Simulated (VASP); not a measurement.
A run of VASP 6.6.1 is set up as follows.

The input INCAR:

```
SYSTEM = KCl
ALGO = Normal
EDIFF = 1E-6
ENCUT = 520
GGA = PE
ISIF = 2
ISMEAR = 0
LASPH = .True.
LCHARG = .True.
LELF = .True.
LREAL = .False.
LVHAR = .True.
LWAVE = .False.
NBANDS = 15
NELM = 100
PREC = Accurate
SIGMA = 0.05
```

Contents of KPOINTS:

```
k-points
0
Gamma
  10 10 10
  0 0 0
```

Contents of POSCAR:

```
KCl
1.0
    3.6460731784      0.0000000000      0.0000000000
    0.0000000000      3.6460731784      0.0000000000
    0.0000000000      0.0000000000      3.6460731784
K Cl
1 1
Direct
    0.0000000000      0.0000000000      0.0000000000
    0.5000000000      0.5000000000      0.5000000000
```

Potentials or basis: VASP PAW PBE potentials, release 64 (K_sv, Cl).

Run with:

```bash
$ cat potpaw_PBE.64/K_sv/POTCAR potpaw_PBE.64/Cl/POTCAR > POTCAR
$ mpirun -np 1 vasp_std > vasp.out
```

Task: Predict the band gap on the k mesh.

Result: 5.53 eV (least direct gap 5.76 eV).

Task: What does it give for the pressure?

Result: 4.2 GPa.

Caveat: the cell stands under pressure. A k mesh can miss the band edges.
